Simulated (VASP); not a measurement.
# V (Im-3m) in VASP: further runs

The runs below take V through single point, with PBE.

Program: VASP 6.6.1. These are calculated values, not measurements. Logs are shortened: lines on timing, memory, paths and dates and some standing lists are left out, and cuts for length are marked.

## Step 1: The cell of the first run

The structure is cubic, space group Im-3m (No. 229). The conventional cell has a = 2.997 Å, b = 2.997 Å, c = 2.997 Å, α = 90.00°, β = 90.00°, γ = 90.00°. V (site symmetry m-3m) has 14 V at 2.60 to 3.00 Å within 3.4 Å.

## Step 2: Single point, PBE, collinear spin, ferromagnetic start

Contents of INCAR:

```
SYSTEM = V
  PREC = Accurate
  ENCUT = 520
  EDIFF = 1E-6
  ISMEAR = -1
  SIGMA = 0.05
  LREAL = .False.
  LASPH = .True.
  NELM = 150
  ALGO = Normal
  ISIF = 2
  LWAVE = .False.
  LCHARG = .False.
  ISPIN = 2
  MAGMOM = 2
  LORBIT = 11
  LMAXMIX = 4
  GGA = PE
  NBANDS = 16
```

Contents of KPOINTS:

```
Automatic mesh
0
Gamma
  12 12 12
  0 0 0
```

Contents of POSCAR:

```
V
1.0
   -1.4984605163      1.4984605163      1.4984605163
    1.4984605163     -1.4984605163      1.4984605163
    1.4984605163      1.4984605163     -1.4984605163
V
1
Direct
    0.0000000000      0.0000000000      0.0000000000
```

Potentials or basis: VASP PAW PBE potentials, release 64 (V_sv).

Command:

```bash
cat potpaw_PBE.64/V_sv/POTCAR > POTCAR
mpirun -np 1 vasp_std > vasp.out
```

OUTCAR:

```text
SYSTEM = V
   PREC = Accurate
   ENCUT = 520
   EDIFF = 1E-6
   ISMEAR = -1
   LREAL = .False.
   LASPH = .True.
   NELM = 150
   ISIF = 2
   ISPIN = 2
   LORBIT = 11
   GGA = PE

 ion  position               nearest neighbor table
   1  0.000  0.000  0.000-

  LATTYP: Found a body centered cubic cell.
 ALAT       =     2.9969210326

  Lattice vectors:

 A1 = (  -1.4984605163,   1.4984605163,   1.4984605163)
 A2 = (   1.4984605163,  -1.4984605163,   1.4984605163)
 A3 = (   1.4984605163,   1.4984605163,  -1.4984605163)

Analysis of symmetry for initial positions (statically):
=====================================================================
 Subroutine PRICEL returns:
 Original cell was already a primitive cell.

 Routine SETGRP: Setting up the symmetry group for a
 body centered cubic supercell.

 Subroutine GETGRP returns: Found 48 space group operations
 (whereof 48 operations were pure point group operations)
 out of a pool of 48 trial point group operations.

The static configuration has the point symmetry O_h .

Analysis of symmetry for dynamics (positions and initial velocities):
=====================================================================
 Subroutine PRICEL returns:
 Original cell was already a primitive cell.

 Routine SETGRP: Setting up the symmetry group for a
 body centered cubic supercell.

 Subroutine GETGRP returns: Found 48 space group operations
 (whereof 48 operations were pure point group operations)
 out of a pool of 48 trial point group operations.

The dynamic configuration has the point symmetry O_h .

Analysis of structural, dynamic, and magnetic symmetry:
=====================================================================
 Subroutine PRICEL returns:
 Original cell was already a primitive cell.

 Routine SETGRP: Setting up the symmetry group for a
 body centered cubic supercell.

 Subroutine GETGRP returns: Found 48 space group operations
 (whereof 48 operations were pure point group operations)
 out of a pool of 48 trial point group operations.

The overall configuration has the point symmetry O_h .

 Subroutine INISYM returns: Found 48 space group operations
 (whereof 48 operations are pure point group operations),
 and found     1 'primitive' translations

----------------------------------------------------------------------------------------

                                     Primitive cell

  volume of cell :      13.4585

  direct lattice vectors                    reciprocal lattice vectors
    -1.498460516  1.498460516  1.498460516     0.000000000  0.333675792  0.333675792
     1.498460516 -1.498460516  1.498460516     0.333675792  0.000000000  0.333675792
     1.498460516  1.498460516 -1.498460516     0.333675792  0.333675792  0.000000000

  length of vectors
     2.595409747  2.595409747  2.595409747     0.471888831  0.471888831  0.471888831

  position of ions in fractional coordinates (direct lattice)
     0.000000000  0.000000000  0.000000000

  ion indices of the primitive-cell ions
   primitive index   ion index
                 1           1

----------------------------------------------------------------------------------------

 KPOINTS: Automatic mesh

Automatic generation of k-mesh.
 Grid dimensions read from file:
 generate k-points for:   12   12   12

 Generating k-lattice:

  Cartesian coordinates                     Fractional coordinates (reciprocal lattice)
     0.000000000  0.027806316  0.027806316     0.083333333  0.000000000  0.000000000
     0.027806316  0.000000000  0.027806316     0.000000000  0.083333333  0.000000000
     0.027806316  0.027806316  0.000000000     0.000000000  0.000000000  0.083333333

  Length of vectors
     0.039324069  0.039324069  0.039324069

  Shift w.r.t. Gamma in fractional coordinates (k-lattice)
     0.000000000  0.000000000  0.000000000

 Subroutine IBZKPT returns following result:
 ===========================================

 Found     72 irreducible k-points:

 Following reciprocal coordinates:
            Coordinates               Weight
  0.000000  0.000000  0.000000      1.000000
  0.083333  0.000000  0.000000     12.000000
  0.166667  0.000000  0.000000     12.000000
  0.250000  0.000000  0.000000     12.000000
  0.333333  0.000000  0.000000     12.000000
  0.416667  0.000000  0.000000     12.000000
[... 16 lines left out ...]
  0.333333  0.083333  0.083333     24.000000
  0.416667  0.083333  0.083333     12.000000
 [... further k-points ...]
   k-points           NKPTS =     72   k-points in BZ     NKDIM =     72   number of bands    NBANDS=     16
   number of dos      NEDOS =    301   number of ions     NIONS =      1
   total plane-waves  NPLWV =   8000
   dimension x,y,z NGX =    20 NGY =   20 NGZ =   20
   dimension x,y,z NGXF=    40 NGYF=   40 NGZF=   40
   ions per type =               1
   NGX,Y,Z   is equivalent  to a cutoff of  12.81, 12.81, 12.81 a.u.
   NGXF,Y,Z  is equivalent  to a cutoff of  25.62, 25.62, 25.62 a.u.
 SYSTEM =  V
   PREC   = accura    normal or accurate (medium, high low for compatibility)
   ISTART =      0    job   : 0-new  1-cont  2-samecut
   ICHARG =      2    charge: 1-file 2-atom 10-const
   ISPIN  =      2    spin polarized calculation?
   LNONCOLLINEAR =      F non collinear calculations
   LSORBIT =      F    spin-orbit coupling
   LASPH  =      T    aspherical Exc in radial PAW
   ENCUT  =  520.0 eV  38.22 Ry    6.18 a.u.   4.83  4.83  4.83*2*pi/ulx,y,z
   NELM   =    150;   NELMIN=  2; NELMDL= -5     # of ELM steps
   EDIFF  = 0.1E-05   stopping-criterion for ELM
   LREAL  =      F    real-space projection
   EDIFFG = 0.1E-04   stopping-criterion for IOM
   NSW    =      0    number of steps for IOM
   IBRION =     -1    ionic relax: 0-MD 1-quasi-New 2-CG
   NFREE  =      0    steps in history (QN), initial steepest desc. (CG)
   ISIF   =      2    stress and relaxation
   ISYM   =      2    0-nonsym 1-usesym 2-fastsym
   POTIM  = 0.5000    time-step for ionic-motion
   TEBEG  =    0.0;   TEEND  =   0.0 temperature during run
   PSTRESS=    0.0 pullay stress
   NELECT =      13.0000    total number of electrons
   NUPDOWN=      -1.0000    fix difference up-down
   EMIN   =  10.00;   EMAX   =-10.00  energy-range for DOS
   EFERMI =   0.00;   METHOD = LEGACY
   ISMEAR =    -1;   SIGMA  =   0.05  broadening in eV -4-tet -1-fermi 0-gaus
   EFERMI_NEDOS =   21; number of points for ismear=-14 and -15
   IALGO  =     38    algorithm
   IMIX   =      4    mixing-type and parameters
     AMIX     =   0.40;   BMIX     =  1.00
     AMIX_MAG =   1.60;   BMIX_MAG =  1.00
  volume/ion in A,a.u.               =      13.46        90.82
  Fermi-wavevector in a.u.,A,eV,Ry     =   1.618294  3.058131 35.631946  2.618874
  Thomas-Fermi vector in A             =   2.712580
   LORBIT       =     11    0 simple, 1 ext, 2 COOP (PROOUT), +10 PAW based schemes
   GGA     = PE    functional components
   LHFCALC =     F    Hartree Fock is set to
   AEXX    =    0.0000 exact exchange contribution
   IVDW    =     0    specifies the selected vdW correction
   LEPSILON=     F    determine dielectric tensor
   LRPA    =     F    only Hartree local field effects (RPA)
 spin polarized calculation
  energy-cutoff  :      520.00
  volume of cell :       13.46
 maximum number of plane-waves:       371
   NGX =  9   NGY =  9   NGZ =  9

 number of electron      12.9999990 magnetization       0.0003058

 Free energy of the ion-electron system (eV)
  ---------------------------------------------------
  ext. energy  EPLUGINS =         0.00000000
  ---------------------------------------------------
  free energy    TOTEN  =        -8.99396504 eV

  energy without entropy =       -8.97602699  energy(sigma->0) =       -8.98499602

 E-fermi :   9.7108     XC(G=0): -12.9085

 val. band max:        9.7070134966   @ k =  -0.1667   0.2500   0.0833
 cond. band min:       9.7511908933   @ k =  -0.3333   0.3333   0.1667
 fundamental gap:      0.0441773967
 Fermi energy:         9.7108468921

 spin component 1

 k-point     1 :       0.0000    0.0000    0.0000
  band No.  band energies     occupation
      1     -53.9959      1.00000
      2     -27.2955      1.00000
      3     -27.2955      1.00000
      4     -27.2955      1.00000
      5       3.1291      1.00000
      6      10.1332      0.00021
[... 8 lines left out ...]
     15      37.2645      0.00000
     16      41.5355      0.00000

 k-point     2 :       0.0833    0.0000    0.0000
  band No.  band energies     occupation
      1     -53.9827      1.00000
      2     -27.3585      1.00000
      3     -27.3148      1.00000
      4     -27.2960      1.00000
      5       3.4083      1.00000
      6      10.0151      0.00227
[... 8 lines left out ...]
     15      37.7180      0.00000
     16      39.1990      0.00000
[... 387 lines left out ...]
      5       6.9916      1.00000
      6       8.5780      1.00000
[... 8 lines left out ...]
     15      38.8776      0.00000
     16      39.9978      0.00000

 k-point    24 :       0.4167    0.0833    0.0833
  band No.  band energies     occupation
      1     -53.7935      1.00000
      2     -28.1354      1.00000
      3     -27.6188      1.00000
      4     -27.3604      1.00000
      5       6.9963      1.00000
      6       8.5022      1.00000
[... 8 lines left out ...]
     15      39.1312      0.00000
     16      39.3669      0.00000

 [... further k-points ...]

 spin component 2

 k-point     1 :       0.0000    0.0000    0.0000
  band No.  band energies     occupation
      1     -53.9956      1.00000
      2     -27.2953      1.00000
      3     -27.2953      1.00000
      4     -27.2953      1.00000
      5       3.1293      1.00000
      6      10.1335      0.00021
[... 8 lines left out ...]
     15      37.2646      0.00000
     16      41.5357      0.00000

 k-point     2 :       0.0833    0.0000    0.0000
  band No.  band energies     occupation
      1     -53.9825      1.00000
      2     -27.3583      1.00000
      3     -27.3145      1.00000
      4     -27.2957      1.00000
      5       3.4085      1.00000
      6      10.0154      0.00226
[... 8 lines left out ...]
     15      37.7181      0.00000
     16      39.1992      0.00000
[... 387 lines left out ...]
      5       6.9918      1.00000
      6       8.5783      1.00000
[... 8 lines left out ...]
     15      38.8778      0.00000
     16      39.9980      0.00000

 k-point    24 :       0.4167    0.0833    0.0833
  band No.  band energies     occupation
      1     -53.7933      1.00000
      2     -28.1352      1.00000
      3     -27.6186      1.00000
      4     -27.3602      1.00000
      5       6.9965      1.00000
      6       8.5025      1.00000
[... 8 lines left out ...]
     15      39.1314      0.00000
     16      39.3671      0.00000

 [... further k-points ...]

------------------------ aborting loop because EDIFF is reached ----------------------------------------

  FORCE on cell =-STRESS in cart. coord.  units (eV):
  Direction    XX          YY          ZZ          XY          YZ          ZX
  --------------------------------------------------------------------------------------
  -------------------------------------------------------------------------------------
  Total        0.0205768      0.0205768      0.0205768      0.0000000      0.0000000     -0.0000000
  in kB        2.4495852      2.4495852      2.4495852      0.0000000      0.0000000     -0.0000000
  external PRESSURE =       2.4495852 kB  Pullay stress =       0.0000000 kB

 VOLUME and BASIS-vectors are now :
 -----------------------------------------------------------------------------
  energy-cutoff  :      520.00
  volume of cell :       13.46
      direct lattice vectors                 reciprocal lattice vectors
    -1.498460516  1.498460516  1.498460516     0.000000000  0.333675792  0.333675792
     1.498460516 -1.498460516  1.498460516     0.333675792  0.000000000  0.333675792
     1.498460516  1.498460516 -1.498460516     0.333675792  0.333675792  0.000000000

 POSITION                                       TOTAL-FORCE (eV/Angst)
 -----------------------------------------------------------------------------------
      0.00000      0.00000      0.00000         0.000000     -0.000000      0.000000
 -----------------------------------------------------------------------------------
    total drift:                                0.000000     -0.000000      0.000000

  FREE ENERGIE OF THE ION-ELECTRON SYSTEM (eV)
  ---------------------------------------------------
  free  energy   TOTEN  =        -8.9939650442 eV

  energy  without entropy=       -8.9760269892  energy(sigma->0) =       -8.98499602

 total charge

# of ion       s       p       d       tot
------------------------------------------
    1        2.341   6.221   3.091  11.654

 magnetization (x)

# of ion       s       p       d       tot
------------------------------------------
    1        0.000   0.000   0.000   0.000
```

Wall time 55 s (1 thread of Intel Xeon 8259CL, shared host); peak memory 0.14 GiB.

What came out:

```
Free energy                                           : -8.9940 eV
Pressure                                              : 0.2 GPa
Net moment                                            : 0.00 μB per cell
Valence electrons inside the program's atomic spheres : V 11.65
```

## Step 3: Single point, PBE, collinear spin, ferromagnetic start

This run uses another cell than the first one, of 13.89 Å³/atom.

Contents of INCAR:

```
SYSTEM = V
PREC = Accurate ; ENCUT = 520
EDIFF = 1E-7 ; ISMEAR = 0
SIGMA = 0.028000000000000004 ; LREAL = .FALSE.
LASPH = .TRUE. ; NELM = 150
ALGO = Normal ; ISIF = 2
LWAVE = .FALSE. ; LCHARG = .FALSE.
ISPIN = 2 ; MAGMOM = 2
LORBIT = 11 ; LMAXMIX = 4
GGA = PE ; NBANDS = 16
```

Contents of KPOINTS:

```
regular mesh
0
G
  12 12 12
  0 0 0
```

Contents of POSCAR:

```
V
1.0
   -1.5143500000      1.5143500000      1.5143500000
    1.5143500000     -1.5143500000      1.5143500000
    1.5143500000      1.5143500000     -1.5143500000
V
1
Direct
    0.0000000000      0.0000000000      0.0000000000
```

Potentials or basis: VASP PAW PBE potentials, release 64 (V_sv).

Command:

```bash
cat potpaw_PBE.64/V_sv/POTCAR > POTCAR
mpirun -np 1 vasp_std > vasp.out
```

OUTCAR:

```text
SYSTEM = V
   PREC = Accurate
   ENCUT = 520
   EDIFF = 1E-7
   ISMEAR = 0
   LREAL = .FALSE.
   LASPH = .TRUE.
   NELM = 150
   ISIF = 2
   ISPIN = 2
   LORBIT = 11
   GGA = PE

 ion  position               nearest neighbor table
   1  0.000  0.000  0.000-

  LATTYP: Found a body centered cubic cell.
 ALAT       =     3.0287000000

  Lattice vectors:

 A1 = (  -1.5143500000,   1.5143500000,   1.5143500000)
 A2 = (   1.5143500000,  -1.5143500000,   1.5143500000)
[... 1120 lines left out ...]
  -------------------------------------------------------------------------------------
  Total       -0.4393179     -0.4393179     -0.4393179     -0.0000000     -0.0000000      0.0000000
  in kB      -50.6699733    -50.6699733    -50.6699733     -0.0000000     -0.0000000      0.0000000
  external PRESSURE =     -50.6699733 kB  Pullay stress =       0.0000000 kB

 VOLUME and BASIS-vectors are now :
 -----------------------------------------------------------------------------
  energy-cutoff  :      520.00
  volume of cell :       13.89
      direct lattice vectors                 reciprocal lattice vectors
    -1.514350000  1.514350000  1.514350000     0.000000000  0.330174662  0.330174662
     1.514350000 -1.514350000  1.514350000     0.330174662  0.000000000  0.330174662
     1.514350000  1.514350000 -1.514350000     0.330174662  0.330174662  0.000000000

 POSITION                                       TOTAL-FORCE (eV/Angst)
 -----------------------------------------------------------------------------------
      0.00000      0.00000      0.00000        -0.000000      0.000000      0.000000
 -----------------------------------------------------------------------------------
    total drift:                                0.000000     -0.000000      0.000000

  FREE ENERGIE OF THE ION-ELECTRON SYSTEM (eV)
  ---------------------------------------------------
  free  energy   TOTEN  =        -8.9784344894 eV

  energy  without entropy=       -8.9777089173  energy(sigma->0) =       -8.97807170

 total charge

# of ion       s       p       d       tot
------------------------------------------
    1        2.332   6.214   3.052  11.598

 magnetization (x)

# of ion       s       p       d       tot
------------------------------------------
    1        0.001   0.004   0.106   0.111
```

stdout:

```text
POSCAR found type information on POSCAR V
 POSCAR found :  1 types and       1 ions
 scaLAPACK will be used
 LDA part: xc-table for (Slater+PW92), standard interpolation
 POSCAR, INCAR and KPOINTS ok, starting setup
 FFT: planning ... GRIDC
 FFT: planning ... GRID_SOFT
 FFT: planning ... GRID
 WAVECAR not read
 entering main loop
```

Run time: 65 s. Hardware: 1 thread of Intel Xeon 8259CL, shared host; peak memory 0.15 GiB.

Results:

| Property | Result |
| --- | --- |
| Free energy | -8.9784 eV |
| Pressure | -5.1 GPa |
| Net moment | 0.13 μB per cell |
| Site moments | V +0.11 μB |
| Valence electrons inside the program's atomic spheres | V 11.60 |

Levels at points of the mesh, in eV from the Fermi level:
Spin up:
| k point | band 2 | band 3 | band 4 | band 5 | band 6 | band 7 | band 8 | band 9 | band 10 | band 11 |
| --- | --- | --- | --- | --- | --- | --- | --- | --- | --- | --- |
| (0.00, 0.00, 0.00) | -37.13 | -37.13 | -37.13 | -6.52 | 0.37 | 0.37 | 0.37 | 2.33 | 2.33 | 20.25 |
| (0.50, 0.00, 0.00) | -37.95 | -37.39 | -37.14 | -3.08 | -1.10 | 1.54 | 2.32 | 2.67 | 3.91 | 9.77 |
| (0.50, 0.50, 0.50) | -37.69 | -37.69 | -37.69 | -2.85 | -2.85 | 3.54 | 3.54 | 3.54 | 9.91 | 9.91 |
Spin down:
| k point | band 3 | band 4 | band 5 | band 6 | band 7 | band 8 | band 9 | band 10 |
| --- | --- | --- | --- | --- | --- | --- | --- | --- |
| (0.00, 0.00, 0.00) | -37.03 | -37.03 | -6.45 | 0.49 | 0.49 | 0.49 | 2.40 | 2.40 |
| (0.50, 0.00, 0.00) | -37.29 | -37.04 | -3.00 | -0.98 | 1.60 | 2.40 | 2.74 | 4.04 |
| (0.50, 0.50, 0.50) | -37.59 | -37.59 | -2.80 | -2.80 | 3.66 | 3.66 | 3.66 | 10.00 |

Caveat: the cell stands under tension.
